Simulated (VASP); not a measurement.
# B17HN18 (a cell with a defect) in VASP: single point with PBE

Aim: the single point of B17HN18 (a cell with a defect) with PBE.

Program: VASP 6.6.1. These are calculated values, not measurements. Logs are shortened: lines on timing, memory, paths and dates and some standing lists are left out, and cuts for length are marked.

**1. The cell of the first run**

The cell holds a defect, 36 atoms: a = 7.465 Å, b = 7.465 Å, c = 6.495 Å, α = 90.00°, β = 90.00°, γ = 120.00°.

**2. Single point, PBE, collinear spin**

The input, INCAR:

```
ALGO = Normal
EDIFF = 1E-7
ENCUT = 520
GGA = PE
ISIF = 2
ISMEAR = 0
ISPIN = 2
LASPH = T
LCHARG = T
LELF = T
LORBIT = 11
LREAL = Auto
LVHAR = T
LWAVE = F
MAGMOM = 0 0 0 0.01 0 0 0 0 0 0 0 0 0 0 0.01 0 0 0.01 0 0.04 0 0.01 0 0 0 0.29 0 0.02 0 0 0 0.21 0 0.01 0 0
NBANDS = 99
NELECT = 143.0
NELM = 150
NUPDOWN = 1.0
PREC = Accurate
SIGMA = 0.01
```

The input, KPOINTS:

```
Automatic mesh
0
Gamma
  1 1 1
  0.25 0.25 0.25
```

The input, POSCAR:

```
B17HN18
1.0
    7.4650312800      0.0000000000      0.0000000000
   -3.7325156400      6.4649067300      0.0000000000
    0.0000000000      0.0000000000      6.4954828800
B N H
17 18 1
Direct
    0.1112322385      0.2218659817      0.2500989940
    0.2220427522      0.1099420316      0.7500049558
    0.1109894937      0.5549086136      0.2500629311
    0.2263170553      0.4459366958      0.7499567421
    0.1109131914      0.8883598298      0.2500287826
    0.2218408633      0.7774308354      0.7498630971
    0.4446515993      0.2222019998      0.2499675036
    0.5543573905      0.1098369377      0.7501683584
    0.4446894088      0.5548733245      0.2500366978
    0.4445443886      0.8883811333      0.2501053637
    0.5577702364      0.7788007937      0.7499706536
    0.7777464304      0.2218813891      0.2500899817
    0.8900256464      0.1143629726      0.7498963814
    0.7772654283      0.5548587650      0.2501532223
    0.8849390075      0.4470327954      0.7498115461
    0.7776621953      0.8882081381      0.2500436573
    0.8872230719      0.7772067087      0.7495878278
    0.1122994644      0.2228224925      0.7497964903
    0.2217459786      0.1109749425      0.2501819737
    0.1114822106      0.5556256443      0.7499625762
    0.2217568080      0.4442861353      0.2499947215
    0.1111404062      0.8882478189      0.7497286399
    0.2218153008      0.7776635006      0.2500532684
    0.4384465969      0.2103517285      0.7505033801
    0.5551732151      0.1109860631      0.2499877248
    0.4431021792      0.5645468072      0.7503454152
    0.5550523946      0.4442125281      0.2500283040
    0.4445579789      0.8881720858      0.7498846548
    0.5552206806      0.7777482368      0.2501887841
    0.7776228003      0.2232600478      0.7500722220
    0.8885017306      0.1110396400      0.2500826396
    0.7852922199      0.5633546232      0.7491594557
    0.8884800300      0.4443085300      0.2501967028
    0.7805494406      0.8933907244      0.7498499702
    0.8884808799      0.7777436557      0.2498503042
    0.5228555670      0.3707484095      0.7502860763
```

Potentials or basis: VASP PAW PBE potentials, release 64 (B, N, H).

The run is started by

```
> cat potpaw_PBE.64/B/POTCAR potpaw_PBE.64/N/POTCAR potpaw_PBE.64/H/POTCAR > POTCAR
> mpirun -np 1 vasp_std > vasp.out
```

OUTCAR:

```text
EDIFF = 1E-7
   ENCUT = 520
   GGA = PE
   ISIF = 2
   ISMEAR = 0
   ISPIN = 2
   LASPH = T
   LORBIT = 11
   LREAL = Auto
   NELECT = 143.0
   NELM = 150
   NUPDOWN = 1.0
   PREC = Accurate

 ion  position               nearest neighbor table
   1  0.111  0.222  0.250-  19 1.43  21 1.44  31 1.44
   2  0.222  0.110  0.750-  24 1.40  22 1.43  18 1.44
   3  0.111  0.555  0.250-  21 1.43  33 1.44  23 1.44
   4  0.226  0.446  0.750-  26 1.40  18 1.44  20 1.45
   5  0.111  0.888  0.250-  23 1.43  35 1.44  19 1.44
   6  0.222  0.777  0.750-  22 1.43  20 1.43  28 1.44
[... 17 lines left out ...]
  24  0.438  0.210  0.751-  36 1.04   2 1.40   8 1.40
  25  0.555  0.111  0.250-   7 1.43  12 1.44  10 1.44
  26  0.443  0.565  0.750-  11 1.39   4 1.40
  27  0.555  0.444  0.250-   9 1.43   7 1.44  14 1.44
  28  0.445  0.888  0.750-   8 1.43  11 1.44   6 1.44
  29  0.555  0.778  0.250-  10 1.43  16 1.44   9 1.44
  30  0.778  0.223  0.750-  13 1.43   8 1.44  15 1.45
  31  0.889  0.111  0.250-  12 1.43   1 1.44  16 1.44
  32  0.785  0.563  0.749-  17 1.38  15 1.40
  33  0.888  0.444  0.250-  14 1.43  12 1.44   3 1.44
  34  0.781  0.893  0.750-  13 1.43  11 1.44  17 1.44
  35  0.888  0.778  0.250-  16 1.43   5 1.44  14 1.44
  36  0.523  0.371  0.750-  24 1.04

  LATTYP: Found a hexagonal cell.
 ALAT       =     7.4650312800
 C/A-ratio  =     0.8701213212

  Lattice vectors:

 A1 = (   7.4650312800,   0.0000000000,   0.0000000000)
 A2 = (  -3.7325156400,   6.4649067300,   0.0000000000)
 A3 = (   0.0000000000,   0.0000000000,   6.4954828800)

Analysis of symmetry for initial positions (statically):
=====================================================================
 Subroutine PRICEL returns:
 Original cell was already a primitive cell.

 Routine SETGRP: Setting up the symmetry group for a
 hexagonal supercell.

 Subroutine GETGRP returns: Found  1 space group operations
 (whereof  1 operations were pure point group operations)
 out of a pool of 24 trial point group operations.

The static configuration has the point symmetry C_1 .

Analysis of symmetry for dynamics (positions and initial velocities):
=====================================================================
 Subroutine PRICEL returns:
 Original cell was already a primitive cell.

 Routine SETGRP: Setting up the symmetry group for a
 hexagonal supercell.

 Subroutine GETGRP returns: Found  1 space group operations
 (whereof  1 operations were pure point group operations)
 out of a pool of 24 trial point group operations.

The dynamic configuration has the point symmetry C_1 .
[... 204 lines left out ...]
  ext. energy  EPLUGINS =         0.00000000
  ---------------------------------------------------
  free energy    TOTEN  =      -303.03743152 eV

  energy without entropy =     -303.03743152  energy(sigma->0) =     -303.03743152

 E-fermi :   2.9636     XC(G=0): -10.2178

 val. band max:        2.9259006959   @ k =   0.2500   0.5000   0.2500
 cond. band min:       3.6701997328   @ k =   0.5000   0.2500   0.2500
 fundamental gap:      0.7442990369
 Fermi energy:         2.9903085168

 spin component 1

 k-point     1 :       0.2500    0.2500    0.2500
  band No.  band energies     occupation
      1     -15.4841      1.00000
      2     -14.9800      1.00000
      3     -14.9451      1.00000
      4     -14.6419      1.00000
      5     -14.2006      1.00000
      6     -13.7975      1.00000
[... 505 lines left out ...]
     82       9.1003      0.00000
     83       9.2415      0.00000
 Fermi energy:         2.9635889255

 spin component 2

 k-point     1 :       0.2500    0.2500    0.2500
  band No.  band energies     occupation
      1     -15.4835      1.00000
      2     -14.9794      1.00000
      3     -14.9448      1.00000
      4     -14.5999      1.00000
      5     -14.1459      1.00000
      6     -13.7017      1.00000
[... 505 lines left out ...]
     82       9.1144      0.00000
     83       9.2585      0.00000
 [bands above 83 left out]

------------------------ aborting loop because EDIFF is reached ----------------------------------------

  FORCE on cell =-STRESS in cart. coord.  units (eV):
  Direction    XX          YY          ZZ          XY          YZ          ZX
  --------------------------------------------------------------------------------------
  -------------------------------------------------------------------------------------
  Total       30.1666084     37.0589625     14.2216792     -1.0189201     -0.0002317      0.0012209
  in kB      154.1813097    189.4080798     72.6868959     -5.2076932     -0.0011843      0.0062398
  external PRESSURE =     138.7587618 kB  Pullay stress =       0.0000000 kB

 VOLUME and BASIS-vectors are now :
 -----------------------------------------------------------------------------
  energy-cutoff  :      520.00
  volume of cell :      313.48
      direct lattice vectors                 reciprocal lattice vectors
     7.465031280  0.000000000  0.000000000     0.133957912  0.077340636  0.000000000
    -3.732515640  6.464906730  0.000000000     0.000000000  0.154681273  0.000000000
     0.000000000  0.000000000  6.495482880     0.000000000  0.000000000  0.153953142

 POSITION                                       TOTAL-FORCE (eV/Angst)
 -----------------------------------------------------------------------------------
      0.00223      1.43434      1.62451        -0.185061      0.108436     -0.000490
      1.24720      0.71076      4.87164         0.026376     -0.090083     -0.000481
     -1.24267      3.58743      1.62428        -0.181123      0.109655      0.000915
      0.02500      2.88294      4.87133         0.132497      0.073235      0.005805
     -2.48785      5.74316      1.62406        -0.182868      0.111699      0.000153
     -1.24572      5.02602      4.87072         0.208536     -0.133665      0.000462
[... 28 lines left out ...]
      3.72960      5.02804      1.62290         0.189221     -0.113776      0.006703
      2.51931      2.39685      4.87347        -0.105391     -0.083039      0.002897
 -----------------------------------------------------------------------------------
    total drift:                                0.004502     -0.000464     -0.000482

  FREE ENERGIE OF THE ION-ELECTRON SYSTEM (eV)
  ---------------------------------------------------
  free  energy   TOTEN  =      -303.0374315199 eV

  energy  without entropy=     -303.0374315199  energy(sigma->0) =     -303.03743152

 total charge

# of ion       s       p       d       tot
------------------------------------------
    1        0.759   1.456   0.000   2.215
    2        0.770   1.498   0.000   2.268
    3        0.758   1.454   0.000   2.212
    4        0.760   1.472   0.000   2.232
    5        0.758   1.454   0.000   2.213
    6        0.761   1.470   0.000   2.231
[... 28 lines left out ...]
   35        1.232   2.818   0.000   4.050
   36        0.594   0.103   0.000   0.698
--------------------------------------------------
tot         35.774  75.430   0.000 111.204

 magnetization (x)

# of ion       s       p       d       tot
------------------------------------------
    1       -0.000  -0.000   0.000  -0.000
    2        0.001   0.004   0.000   0.005
    3        0.000  -0.000   0.000  -0.000
    4        0.004   0.010   0.000   0.014
    5        0.000  -0.000   0.000  -0.000
    6       -0.001  -0.002   0.000  -0.003
[... 28 lines left out ...]
   35       -0.000  -0.000   0.000  -0.000
   36        0.000   0.002   0.000   0.002
--------------------------------------------------
tot          0.076   0.713   0.000   0.789
```

OSZICAR:

```text
N       E                     dE             d eps       ncg     rms          rms(c)
DAV:   1     0.718901811163E+03    0.71890E+03   -0.73232E+04  2376   0.136E+03
DAV:   2    -0.273072592331E+03   -0.99197E+03   -0.93898E+03  2965   0.321E+02
DAV:   3    -0.335224455431E+03   -0.62152E+02   -0.61565E+02  2920   0.817E+01
[... 10 lines left out ...]
DAV:  14    -0.303037368927E+03   -0.21817E-03   -0.57249E-04  2648   0.752E-02    0.447E-02
DAV:  15    -0.303037420456E+03   -0.51529E-04   -0.86829E-05  2832   0.290E-02    0.195E-02
DAV:  16    -0.303037429425E+03   -0.89686E-05   -0.13314E-05  2752   0.141E-02    0.881E-03
DAV:  17    -0.303037431350E+03   -0.19255E-05   -0.36749E-06  2832   0.703E-03    0.306E-03
DAV:  18    -0.303037431534E+03   -0.18367E-06   -0.61025E-07  2792   0.284E-03    0.202E-03
DAV:  19    -0.303037431520E+03    0.14204E-07   -0.16247E-07  1800   0.141E-03
   1 F= -.30303743E+03 E0= -.30303743E+03  d E =-.870463E-21  mag=     1.0000
```

Run time: 14 min. Hardware: 1 thread of Intel Xeon Platinum 8488C (Sapphire Rapids), shared host; peak memory 0.63 GiB.

What came out:

```
Free energy                                           : -303.0374 eV
Largest force                                         : 0.342 eV/Å
Net moment                                            : 1.00 μB per cell
Site moments                                          : B -0.00, +0.01, +0.00, +0.02 (each value once); N +0.01, -0.00, +0.04, +0.02, +0.35, +0.03, +0.30 (each value once); H +0.00 μB
Valence electrons inside the program's atomic spheres : B 2.21, 2.27, 2.23, 2.28, 2.24, 2.22 (each value once); N 4.04, 4.05, 4.02, 4.09, 3.90, 3.92 (each value once); H 0.70
```

Forces on the atoms (eV/Å):
```
B   -0.185  0.108  0.000
B    0.026 -0.090  0.000
B   -0.181  0.110  0.001
B    0.132  0.073  0.006
B   -0.183  0.112  0.000
B    0.209 -0.134  0.000
B   -0.190  0.109  0.006
B    0.073 -0.135 -0.001
B   -0.188  0.107  0.000
B   -0.184  0.109 -0.002
B    0.134 -0.218  0.002
B   -0.190  0.106  0.000
B    0.205 -0.087  0.000
B   -0.196  0.109 -0.006
B    0.341 -0.011 -0.003
B   -0.191  0.109 -0.001
B    0.034  0.058  0.001
N   -0.136  0.056  0.002
N    0.189 -0.110 -0.007
N   -0.331 -0.046 -0.003
N    0.186 -0.104  0.002
N   -0.187  0.056  0.003
N    0.182 -0.108 -0.001
N    0.102  0.107 -0.003
N    0.191 -0.107  0.002
N    0.143  0.072 -0.004
N    0.196 -0.111  0.000
N   -0.166  0.153  0.003
N    0.183 -0.108 -0.004
N   -0.174  0.080  0.000
N    0.182 -0.108 -0.001
N   -0.182  0.077  0.002
N    0.185 -0.112 -0.004
N   -0.114  0.074 -0.001
N    0.189 -0.114  0.007
H   -0.105 -0.083  0.003
```

Caveat: the k points lie up to 0.49 Å⁻¹ apart; the cell carries a net charge on a neutralising background, which shifts energy and pressure; the cell is charged against a uniform background, so pressure and absolute levels hang on convention; the total moment is fixed, so each spin has its own Fermi level and the state may be an excited one.
